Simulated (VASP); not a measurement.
Crystal: Al3GaAs4.

```xyz
8
Lattice="5.0412 0.0000 0.0000 0.0000 5.0412 0.0000 0.0000 0.0000 5.0412" Properties=species:S:1:pos:R:3 pbc="T T T"
Al    2.5206    0.0000    0.0000
Al    0.0000    2.5206    0.0000
Al    0.0000    0.0000    2.5206
As    0.0000    2.5206    2.5206
As    2.5206    0.0000    2.5206
As    2.5206    2.5206    0.0000
As    0.0000    0.0000    0.0000
Ga    2.5206    2.5206    2.5206
```

* Program: VASP 6.6.1
* Task: relaxation of cell and atoms
* Functional: PBE
* Potentials or basis: VASP PAW PBE potentials, release 64 (Al, As, Ga_d)
* Cutoff: 600 eV
* k mesh: 6 × 6 × 6
* Occupations: fermi-dirac, width 0.02 eV
* Spin: no spin polarisation

At the start: pressure 19.4 GPa; volume 16.01 Å³/atom.

How do energy, volume and symmetry change on relaxing?

Over 3 steps the energy falls by 152.2 meV/atom and the volume is 18.94 Å³/atom (+18.3 %); space group Pm-3m (No. 221, to 0.05 Å).

The path:
| step | energy change (eV) | largest force (eV/Å) | pressure (GPa) | volume (Å³) |
| --- | --- | --- | --- | --- |
| 1 | 0.0000 | 0.0000 | 19.39 | 128.12 |
| 2 | -0.8727 | 0.0000 | -6.30 | 167.52 |
| 3 | -1.2175 | 0.0000 | 0.02 | 151.52 |

Final structure:
```
Al As Ga
1.0
     5.33118    0.00000    0.00000
     0.00000    5.33118    0.00000
     0.00000    0.00000    5.33118
Al As Ga
3 4 1
Direct
  0.50000 0.00000 0.00000
  0.00000 0.50000 0.00000
  0.00000 0.00000 0.50000
  0.00000 0.50000 0.50000
  0.50000 0.00000 0.50000
  0.50000 0.50000 0.00000
  0.00000 0.00000 0.00000
  0.50000 0.50000 0.50000
```

Caveat: the volume moved by over 15 % at a fixed basis, so the end points are rough.
